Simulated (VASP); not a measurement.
BaTiO3:

```xyz
5
Lattice="2.8274 1.6324 2.3184 -2.8274 1.6324 2.3184 0.0000 -3.2648 2.3184" Properties=species:S:1:pos:R:3 pbc="T T T"
Ba    0.0000    0.0000    0.0000
Ti    0.0000    0.0000    3.3698
O     0.0000    1.6033    2.3988
O    -1.3885   -0.8017    2.3988
O     1.3885   -0.8017    2.3988
```

Base run:

```yaml
Program: VASP 6.6.1
Functional: PBEsol
Dispersion: D4
Potentials_or_basis: VASP PAW PBE potentials, release 64 (Ba_sv, Ti_sv, O)
Cutoff: 520 eV
k_mesh: 6 × 6 × 6
Occupations: gaussian, width 0.01 eV
Spin: no spin polarisation
Hubbard_terms: Ti d U = 1.0 eV
```

Its results: band gap on the k mesh 2.43 eV, indirect (least direct gap 2.83 eV); pressure -0.2 GPa; largest force 0.390 eV/Å.

Question: After a change of settings the same cell gave: band gap on the k mesh 2.86 eV, indirect (least direct gap 3.27 eV); pressure 3.5 GPa; largest force 1.455 eV/Å. Which change was it?
A. hubbard terms from Ti d U = 1.0 eV to Ti d U = 3.0 eV; further incar settings from ALGO = Normal; EDIFF = 1e-06; NBANDS = 28 to ALGO = Normal; EDIFF = 1e-07; NBANDS = 28
B. hubbard terms from Ti d U = 1.0 eV to Ti d U = 7.0 eV
C. hubbard terms from Ti d U = 1.0 eV to Ti d U = 5.0 eV

Answer: C.

Caveats: the PAW data sets were made with another functional, which shifts forces and pressure a little; spin-orbit coupling is left out, which moves the levels of the heavy elements.
